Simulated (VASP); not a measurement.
A run of VASP 6.6.1 is set up as follows.

The input INCAR:

```
SYSTEM = C
  PREC = Accurate
  ENCUT = 520
  EDIFF = 1E-6
  ISMEAR = 0
  SIGMA = 0.15
  LREAL = .False.
  LASPH = .True.
  NELM = 100
  ALGO = Normal
  ISIF = 2
  LWAVE = .False.
  LCHARG = .False.
  GGA = PS
  IVDW = 12
  NBANDS = 16
```

KPOINTS

```
Automatic mesh
0
Gamma
  18 18 6
  0 0 0
```

Contents of POSCAR:

```
C
1.0
    2.4580081300     -0.3687012195      0.0000000000
   -1.5483086875      2.3130480930      0.0000000000
    0.0000000000      0.0000000000      6.5800567345
C
4
Direct
    0.0000000000      0.0000000000      0.0025000000
    0.0000000000      0.0000000000      0.5025000000
    0.3333333333      0.6666666667      0.0025000000
    0.6666666667      0.3333333333      0.5025000000
```

Potentials or basis: VASP PAW PBE potentials, release 64 (C).

Launch:

```console
$ cat potpaw_PBE.64/C/POTCAR > POTCAR
$ mpirun -np 1 vasp_std > vasp.out
```

(1) What does it give for the largest force?

(2) What does it give for the dispersion energy per atom?

Answers

(1) 5.729 eV/Å.

(2) -0.094 eV.

Caveat: the cell differs from its parent crystal (engineering shear strain xy -0.3000, normal strain along z +0.0000); the PAW data sets were made with another functional, which shifts forces and pressure a little.
